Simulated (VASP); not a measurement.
Wanted: the native input for a VASP 6.6.1 run.

| Quantity | Value |
| --- | --- |
| Task | electric field gradients |
| Functional | LDA |
| Potentials or basis | VASP PAW LDA potentials, release 64 (Ti_sv) |
| Cutoff | 520 eV |
| k mesh | 14 × 14 × 14 |
| Occupations | fermi-dirac, width 0.05 eV |
| Spin | no spin polarisation |
| Dipole correction | no |
| Further INCAR settings | ALGO = Normal; EDIFF = 1e-08; NBANDS = 12 |

The structure of Ti lies in POSCAR:

```
Ti
1.0
    0.0000000000      2.0434441004      2.0434441004
    2.0434441004      0.0000000000      2.0434441004
    2.0434441004      2.0434441004      0.0000000000
Ti
1
Direct
    0.0000000000      0.0000000000      0.0000000000
```

This cell differs from its parent crystal: volume scaled by 1.02.

The input as run:

INCAR

```
ALGO = Normal
EDIFF = 1E-8
ENCUT = 520
GGA = CA
ISIF = 2
ISMEAR = -1
LASPH = True
LCHARG = False
LEFG = True
LREAL = False
LWAVE = False
NBANDS = 12
NELM = 80
PREC = Accurate
SIGMA = 0.05
```

KPOINTS

```
k-points
0
Gamma
  14 14 14
```

Potentials or basis: VASP PAW LDA potentials, release 64 (Ti_sv).

Run with:

```sh
$ cat potpaw_LDA.64/Ti_sv/POTCAR > POTCAR
$ mpirun -np 1 vasp_std > vasp.out
```

It gave:

```
Pressure               : -7.0 GPa
Band gap on the k mesh : zero (band 6 reaches 9.03 eV, above the bottom of band 7 at 7.75 eV)
```

Caveat: without QUAD_EFG the Cq values of the log hold for a quadrupole moment of 1 mb, not for the nuclei.

Run time: 14 s on 1 thread of Intel Xeon 6975P-C, with other jobs on the host, peak memory 0.14 GiB.
